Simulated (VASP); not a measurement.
Here is a VASP 6.6.1 calculation.

INCAR

```
ALGO = Normal
EDIFF = 1E-7
ENCUT = 520
GGA = PS
ISIF = 2
ISMEAR = 0
LASPH = True
LCHARG = False
LREAL = False
LWAVE = False
NBANDS = 41
NELM = 100
PREC = Accurate
SIGMA = 0.02
```

Contents of KPOINTS:

```
k-points
0
Gamma
  6 6 6
```

POSCAR

```
AlGa3N4
1.0
    4.3335990829      0.0000000000      0.0000000000
    0.0000000000      4.3335990829      0.0000000000
    0.0000000000      0.0000000000      4.5480452231
Al Ga N
1 3 4
Direct
    0.0000000000      0.0000000000      0.0000000000
    0.5000000000      0.5000000000      0.0000000000
    0.5000000000      0.0000000000      0.5000000000
    0.0000000000      0.5000000000      0.5000000000
    0.7551711795      0.7551711795      0.2451888876
    0.7551711795      0.2448288205      0.7548111124
    0.2448288205      0.7551711795      0.7548111124
    0.2448288205      0.2448288205      0.2451888876
```

Potentials or basis: VASP PAW PBE potentials, release 64 (Al, Ga_d, N).

Run with:

```sh
$ cat potpaw_PBE.64/Al/POTCAR potpaw_PBE.64/Ga_d/POTCAR potpaw_PBE.64/N/POTCAR > POTCAR
$ mpirun -np 1 vasp_std > vasp.out
```

**Question.** What does it give for the pressure?

**Answer.** 8.7 GPa.

**Question.** Estimate the largest force.

**Answer.** 0.020 eV/Å.

**Question.** Estimate the band gap on the k mesh.

**Answer.** 2.52 eV.

Forces in eV/Å, atoms in the order of the input:
```
Al   0.000  0.000  0.000
Ga   0.000  0.000  0.000
Ga   0.000  0.000  0.000
Ga   0.000  0.000  0.000
N    0.003  0.003  0.019
N    0.003 -0.003 -0.019
N   -0.003  0.003 -0.019
N   -0.003 -0.003  0.019
```

Caveat: the cell differs from its parent crystal (biaxial strain in the a-b plane: -3.0 %); the stress differs along the axes, from 4 to 11 GPa; the PAW data sets were made with another functional, which shifts forces and pressure a little.
